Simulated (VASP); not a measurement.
Wanted: the native input for a VASP 6.6.1 run.

```yaml
Task: relaxation of cell and atoms
Functional: LDA
Potentials_or_basis: VASP PAW LDA potentials, release 64 (Te, As)
Cutoff: 600 eV
k_mesh: 8 × 8 × 8
Occupations: gaussian, width 0.1 eV
Spin: no spin polarisation
Dipole_correction: no
Further_INCAR_settings: ALGO = Normal; EDIFF = 1e-06; IBRION = 2; EDIFFG = -0.01; NSW = 80; ISIF = 3
```

The structure of TeAs2 lies in POSCAR:

```
TeAs2
1.0
   -3.5564540000      3.5564540000      2.9405160000
    3.5564540000     -3.5564540000      2.9405160000
    3.5564540000      3.5564540000     -2.9405160000
Te As
2 4
Direct
    0.7500000000      0.2500000000      0.5000000000
    0.0000000000      0.0000000000      0.0000000000
    0.3750000000      0.6250000000      0.2500000000
    0.3750000000      0.1250000000      0.7500000000
    0.3750000000      0.6250000000      0.7500000000
    0.8750000000      0.6250000000      0.2500000000
```

The input as run:

INCAR

```
PREC     = Accurate       # precision mode
ENCUT    = 600            # plane-wave cutoff, eV
EDIFF    = 1E-6           # SCF threshold, eV
ISMEAR   = 0              # smearing method
SIGMA    = 0.1            # smearing width, eV
LREAL    = False          # projectors in reciprocal space
LASPH    = True           # aspherical terms in the spheres
NELM     = 60             # most SCF steps
ALGO     = Normal         # electronic algorithm
ISIF     = 3              # what is computed and relaxed
LWAVE    = False          # write WAVECAR
LCHARG   = False          # write CHGCAR
IBRION   = 2              # ionic algorithm
NSW      = 80             # ionic steps
EDIFFG   = -0.01          # ionic threshold
```

KPOINTS

```
regular mesh
0
Gamma
  8 8 8
```

Potentials or basis: VASP PAW LDA potentials, release 64 (Te, As).

Command:

```sh
$ cat potpaw_LDA.64/Te/POTCAR potpaw_LDA.64/As/POTCAR > POTCAR
$ mpirun -np 1 vasp_std > vasp.out
```

It gave:

```json
{"Relaxed volume": "22.90 Å³/atom", "Relaxed cell": "a = 5.669 Å, b = 5.669 Å, c = 5.669 Å, α = 105.02°, β = 105.02°, γ = 118.80°", "Space group after relaxing (to 0.05 Å)": "I4_1/amd (No. 141)", "Energy gained by relaxing": "29.7 meV/atom", "Ionic steps": "9", "Pressure after relaxing": "0.0 GPa", "Band gap on the k mesh": "zero (band 16 reaches 7.09 eV, above the bottom of band 17 at 6.29 eV)"}
```

Caveat: spin-orbit coupling is left out, which moves the levels of the heavy elements.

Wall time 33 min on 1 thread of AMD EPYC 7571 (shared host), peak memory 0.37 GiB.
